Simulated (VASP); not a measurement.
# Bi2Te3 in VASP: a series of runs, part 2 of 2

VASP 6.6.1. Earlier steps stand in the parts before.

## (4) Single point, PBE

This run uses another cell than the first one, of the same volume but with other edges.

Input file INCAR:

```
PREC     = Accurate       # precision mode
ENCUT    = 520            # plane-wave cutoff, eV
EDIFF    = 1E-7           # SCF threshold, eV
ISMEAR   = 0              # smearing method
SIGMA    = 0.1            # smearing width, eV
LREAL    = F              # projectors in reciprocal space
LASPH    = T              # aspherical terms in the spheres
NELM     = 60             # most SCF steps
ALGO     = Normal         # electronic algorithm
ISIF     = 2              # what is computed and relaxed
LWAVE    = F              # write WAVECAR
LCHARG   = F              # write CHGCAR
GGA      = PE             # functional
NBANDS   = 32             # bands
ISYM     = 0
```

Input file KPOINTS:

```
regular mesh
0
Gamma
  8 4 9
```

Input file POSCAR:

```
Bi2Te3
1.0
    4.4688135297      0.0000000000      0.0000000000
    0.0000000000     10.1887468057      0.0000000000
    2.2344067649     -0.9800172064      3.7439667530
Bi Te
2 3
Direct
    0.1903318200      0.4290045400      0.6193363600
    0.5996682392      0.2009952824      0.8006635216
    0.3949995262      0.8150014213      0.2100009475
    0.7964108657      0.6107674029      0.4071782686
   -0.0064104510      0.0192313531      0.0128209021
```

Potentials or basis: VASP PAW PBE potentials, release 64 (Bi_d, Te).

Started as:

```
$ cat potpaw_PBE.64/Bi_d/POTCAR potpaw_PBE.64/Te/POTCAR > POTCAR
$ mpirun -np 1 vasp_std > vasp.out
```

OUTCAR:

```text
PREC = Accurate
   ENCUT = 520
   EDIFF = 1E-7
   ISMEAR = 0
   LREAL = F
   LASPH = T
   NELM = 60
   ISIF = 2
   GGA = PE
   ISYM = 0

 ion  position               nearest neighbor table
   1  0.190  0.429  0.619-   4 3.14   4 3.14   4 3.14   2 3.42   2 3.42   2 3.42
   2  0.600  0.201  0.801-   5 3.14   5 3.14   5 3.14   1 3.42   1 3.42   1 3.42
   3  0.395  0.815  0.210-   5 3.27   5 3.27   5 3.27   4 3.27   4 3.27   4 3.27
   4  0.796  0.611  0.407-   1 3.14   1 3.14   1 3.14   3 3.27   3 3.27   3 3.27
   5  0.994  0.019  0.013-   2 3.14   2 3.14   2 3.14   3 3.27   3 3.27   3 3.27

IMPORTANT INFORMATION: All symmetrisations will be switched off!
NOSYMM: (Re-)initialisation of all symmetry stuff for point group C_1.

----------------------------------------------------------------------------------------

                                     Primitive cell

  volume of cell :     170.4688

  direct lattice vectors                    reciprocal lattice vectors
     4.468813530  0.000000000  0.000000000     0.223773043  0.000000000 -0.133548194
     0.000000000 10.188746806  0.000000000     0.000000000  0.098147497  0.025690996
     2.234406765 -0.980017206  3.743966753     0.000000000  0.000000000  0.267096389

  length of vectors
     4.468813530 10.188746806  4.468813530     0.260594503  0.101454219  0.267096389

  position of ions in fractional coordinates (direct lattice)
     0.190331820  0.429004540  0.619336360
     0.599668239  0.200995282  0.800663522
     0.394999526  0.815001421  0.210000947
     0.796410866  0.610767403  0.407178269
     0.993589549  0.019231353  0.012820902

  ion indices of the primitive-cell ions
   primitive index   ion index
                 1           1
                 2           2
                 3           3
                 4           4
                 5           5

[... 110 lines left out ...]
   IALGO  =     38    algorithm
   IMIX   =      4    mixing-type and parameters
     AMIX     =   0.40;   BMIX     =  1.00
     AMIX_MAG =   1.60;   BMIX_MAG =  1.00
  volume/ion in A,a.u.               =      34.09       230.08
  Fermi-wavevector in a.u.,A,eV,Ry     =   1.073018  2.027710 15.665301  1.151367
  Thomas-Fermi vector in A             =   2.208805
   LORBIT       =      0    0 simple, 1 ext, 2 COOP (PROOUT), +10 PAW based schemes
   GGA     = PE    functional components
   LHFCALC =     F    Hartree Fock is set to
   AEXX    =    0.0000 exact exchange contribution
   IVDW    =     0    specifies the selected vdW correction
   LEPSILON=     F    determine dielectric tensor
   LRPA    =     F    only Hartree local field effects (RPA)
 non-spin polarized calculation
 Gauss-broadening in eV      SIGMA  =   0.10
  energy-cutoff  :      520.00
  volume of cell :      170.47
 maximum number of plane-waves:      4628
 NGX is ok and might be reduce to    36

 number of electron      48.0000002 magnetization

 Free energy of the ion-electron system (eV)
  ---------------------------------------------------
  ext. energy  EPLUGINS =         0.00000000
  ---------------------------------------------------
  free energy    TOTEN  =       -17.15576636 eV

  energy without entropy =      -17.14751546  energy(sigma->0) =      -17.15164091

 E-fermi :   6.2430     XC(G=0):  -9.3460

 val. band max:        6.2328103531   @ k =   0.0000   0.0000   0.0000
 cond. band min:       6.2654391170   @ k =   0.0000  -0.2500   0.2222
 fundamental gap:      0.0326287639
 Fermi energy:         6.2429658228

 k-point     1 :       0.0000    0.0000    0.0000
  band No.  band energies     occupation
      1     -16.7080      2.00000
      2     -16.7076      2.00000
      3     -16.6589      2.00000
      4     -16.6583      2.00000
      5     -16.6559      2.00000
      6     -16.6116      2.00000
[... 829 lines left out ...]
     31      10.1591      0.00000
     32      10.3035      0.00000

 [... further k-points ...]

------------------------ aborting loop because EDIFF is reached ----------------------------------------

  FORCE on cell =-STRESS in cart. coord.  units (eV):
  Direction    XX          YY          ZZ          XY          YZ          ZX
  --------------------------------------------------------------------------------------
  -------------------------------------------------------------------------------------
  Total        0.0544379     -0.0691540     -0.1498432      0.0638682     -0.0160614     -0.0191869
  in kB        0.5116426     -0.6499543     -1.4083243      0.6002746     -0.1509553     -0.1803313
  external PRESSURE =      -0.5155453 kB  Pullay stress =       0.0000000 kB

 VOLUME and BASIS-vectors are now :
 -----------------------------------------------------------------------------
  energy-cutoff  :      520.00
  volume of cell :      170.47
      direct lattice vectors                 reciprocal lattice vectors
     4.468813530  0.000000000  0.000000000     0.223773043  0.000000000 -0.133548194
     0.000000000 10.188746806  0.000000000     0.000000000  0.098147497  0.025690996
     2.234406765 -0.980017206  3.743966753     0.000000000  0.000000000  0.267096389

 POSITION                                       TOTAL-FORCE (eV/Angst)
 -----------------------------------------------------------------------------------
      2.23441      3.76406      2.31877        -0.006053     -0.004751     -0.028129
      4.46881      1.26323      2.99766         0.006055      0.004674      0.027930
      2.23441      8.09804      0.78624         0.000001      0.000012      0.000050
      4.46881      5.82391      1.52446         0.003739      0.018600      0.022121
      4.46881      0.18338      0.04800        -0.003741     -0.018535     -0.021972
 -----------------------------------------------------------------------------------
    total drift:                                0.000002     -0.000089     -0.000380

  FREE ENERGIE OF THE ION-ELECTRON SYSTEM (eV)
  ---------------------------------------------------
  free  energy   TOTEN  =       -17.1557663586 eV

  energy  without entropy=      -17.1475154643  energy(sigma->0) =      -17.15164091
```

OSZICAR:

```text
N       E                     dE             d eps       ncg     rms          rms(c)
DAV:   1     0.433265631437E+03    0.43327E+03   -0.21632E+04  9344   0.145E+03
DAV:   2     0.281634301717E+02   -0.40510E+03   -0.38984E+03  9736   0.377E+02
DAV:   3    -0.152785739878E+02   -0.43442E+02   -0.41636E+02 11936   0.136E+02
DAV:   4    -0.171010470505E+02   -0.18225E+01   -0.18124E+01 10416   0.300E+01
DAV:   5    -0.171867475381E+02   -0.85700E-01   -0.85688E-01 13744   0.643E+00    0.120E+01
DAV:   6    -0.171541834188E+02    0.32564E-01   -0.71565E-02 11672   0.271E+00    0.725E+00
DAV:   7    -0.171836964310E+02   -0.29513E-01   -0.59121E-02 10736   0.199E+00    0.181E+00
DAV:   8    -0.171545288326E+02    0.29168E-01   -0.18540E-02  9944   0.137E+00    0.311E-01
DAV:   9    -0.171557551469E+02   -0.12263E-02   -0.12991E-02 12104   0.477E-01    0.435E-01
DAV:  10    -0.171558572390E+02   -0.10209E-03   -0.44446E-04 11968   0.138E-01    0.589E-01
DAV:  11    -0.171557497912E+02    0.10745E-03   -0.85808E-04 10960   0.252E-01    0.163E-01
DAV:  12    -0.171557636745E+02   -0.13883E-04   -0.12044E-04 12112   0.536E-02    0.653E-02
DAV:  13    -0.171557649811E+02   -0.13067E-05   -0.66459E-06 10608   0.204E-02    0.433E-02
DAV:  14    -0.171557666927E+02   -0.17116E-05   -0.36153E-06 10064   0.119E-02    0.361E-02
DAV:  15    -0.171557669073E+02   -0.21459E-06   -0.11031E-06  9008   0.563E-03    0.189E-02
DAV:  16    -0.171557663679E+02    0.53938E-06   -0.17994E-07  7968   0.281E-03    0.622E-03
DAV:  17    -0.171557663586E+02    0.93087E-08   -0.11004E-07  6320   0.188E-03
   1 F= -.17155766E+02 E0= -.17151641E+02  d E =-.825089E-02
```

stdout:

```text
POSCAR found type information on POSCAR BiTe
 POSCAR found :  2 types and       5 ions
 scaLAPACK will be used
 LDA part: xc-table for (Slater+PW92), standard interpolation
 -----------------------------------------------------------------------------
|                                                                             |
|           W    W    AA    RRRRR   N    N  II  N    N   GGGG   !!!           |
|           W    W   A  A   R    R  NN   N  II  NN   N  G    G  !!!           |
|           W    W  A    A  R    R  N N  N  II  N N  N  G       !!!           |
|           W WW W  AAAAAA  RRRRR   N  N N  II  N  N N  G  GGG   !            |
|           WW  WW  A    A  R   R   N   NN  II  N   NN  G    G                |
|           W    W  A    A  R    R  N    N  II  N    N   GGGG   !!!           |
|                                                                             |
|     Your reciprocal lattice and k-lattice belong to different lattice       |
|     classes:                                                                |
|                                                                             |
|        The reciprocal lattice is rhombohedral (trigonal),                   |
|        whereas your k-lattice is triclinic.                                 |
|                                                                             |
|     Results are often still useful ...                                      |
|                                                                             |
 -----------------------------------------------------------------------------

 POSCAR, INCAR and KPOINTS ok, starting setup
 FFT: planning ... GRIDC
 FFT: planning ... GRID_SOFT
 FFT: planning ... GRID
 WAVECAR not read
 entering main loop
```

It took 6.7 min on 1 thread of Intel Xeon 6975P-C (Granite Rapids), shared host; peak memory 0.79 GiB.

What came out:

```
Free energy            : -17.1558 eV
Pressure               : -0.1 GPa
Largest force          : 0.029 eV/Å
Band gap on the k mesh : zero (bands 24 and 25 overlap by 0.10 eV)
```

Forces in eV/Å, atoms in the order of the input:
```
Bi  -0.006 -0.005 -0.028
Bi   0.006  0.005  0.028
Te   0.000  0.000  0.000
Te   0.004  0.019  0.022
Te  -0.004 -0.019 -0.022
```

Caveat: spin-orbit coupling is left out, which moves the levels of the heavy elements.

## (5) The runs side by side

| cell | k mesh | gap on the mesh (eV) | pressure (GPa) | largest force (eV/Å) |
| --- | --- | --- | --- | --- |
| a = 10.176 Å, angles 25.4°, 5 atoms, atomic positions A | 6 × 6 × 6 | none | 0.0 | 0.03 |
| a = 10.189 Å, angles 25.3°, 5 atoms, atomic positions B | 9 × 9 × 9 | none | -0.1 | 0.01 |
| a = 4.469, b = 10.189 Å, angles 102.7, 60.0, 90.0°, 5 atoms, atomic positions C | 8 × 4 × 9 | none | -0.1 | 0.03 |

Alike in all rows: task single point; level PBE; potentials or basis VASP PAW PBE potentials, release 64 (Bi_d, Te); no spin polarisation; cutoff (eV) 520; smearing gaussian 0.1 eV.

Caveats: spin-orbit coupling is left out, which moves the levels of the heavy elements.

Absolute energies hang on the potentials; compare differences alone.

## (6) Comparison with measurements

Step 3. Against the measured gap of Bi2Te3, 0.17 eV (quoted in “Vacancy and Antisite-Induced Ferromagnetism in Liquid-Phase Exfoliated Bi2Te3”, 2024, arxiv:2412.10539), the calculated 0.00 eV is off by -0.17 eV. Spin-orbit coupling on Bi, Te is left out. The value is that of PBE on a finite k mesh, which can miss the band edges, without temperature or zero-point motion. Semilocal functionals fall short of measured gaps as a rule.

Step 4. Measured gap of Bi2Te3: 0.17 eV (quoted in “Vacancy and Antisite-Induced Ferromagnetism in Liquid-Phase Exfoliated Bi2Te3”, 2024, arxiv:2412.10539). This calculation gives 0.00 eV (-0.17 eV). Spin-orbit coupling on Bi, Te is left out. The value is that of PBE on a finite k mesh, which can miss the band edges, without temperature or zero-point motion. Semilocal functionals fall short of measured gaps as a rule.
